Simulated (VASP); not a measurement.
**MnS: single point with PBE**

The system is MnS.

```xyz
2
Lattice="0.0000 2.6045 2.6045 2.6045 0.0000 2.6045 2.6045 2.6045 0.0000" Properties=species:S:1:pos:R:3 pbc="T T T"
Mn    0.0000    0.0000    0.0000
S     2.6045    2.6045    2.6045
```

```json
{
 "Program": "VASP 6.6.1",
 "Task": "single point",
 "Functional": "PBE",
 "Potentials or basis": "VASP PAW PBE potentials, release 64 (Mn_pv, S)",
 "Cutoff": "520 eV",
 "k mesh": "9 × 9 × 9",
 "Occupations": "gaussian, width 0.025 eV",
 "Spin": "collinear spin, ferromagnetic start",
 "Starting moments": "[4.0, 0.0] μB"
}
```

```yaml
Pressure: -2.9 GPa
Net_moment: 4.72 μB per cell
Site_moments: Mn +4.26; S +0.11 μB
Valence_electrons_inside_the_program's_atomic_spheres: Mn 11.30; S 3.73
```

Levels at points of the mesh, in eV from the Fermi level:
Spin up:
```csv
k point,band 10,band 11,band 12,band 13,band 14,band 15
"(0.00, 0.00, 0.00)",-1.86,-1.86,-1.86,1.72,8.61,8.61
```
Spin down:
| k point | band 3 | band 4 | band 5 | band 6 | band 7 | band 8 | band 9 | band 10 | band 11 | band 12 |
| --- | --- | --- | --- | --- | --- | --- | --- | --- | --- | --- |
| (0.00, 0.00, 0.00) | -46.16 | -14.27 | -1.64 | -1.64 | -1.64 | 0.32 | 0.32 | 0.32 | 0.37 | 0.37 |

Wall time 69 s on 1 thread of AMD EPYC 9755 128-Core Processor, on a shared host, peak memory 0.16 GiB.

Caveat: a cell with one magnetic atom can't hold antiferromagnetic order, which such compounds often take; semilocal functionals often make such compounds metallic where correlation or magnetic order opens a gap, which also shifts bond lengths. With open d or f shells a metallic result of PBE can be an artefact of self-interaction; +U or a hybrid may open a gap.
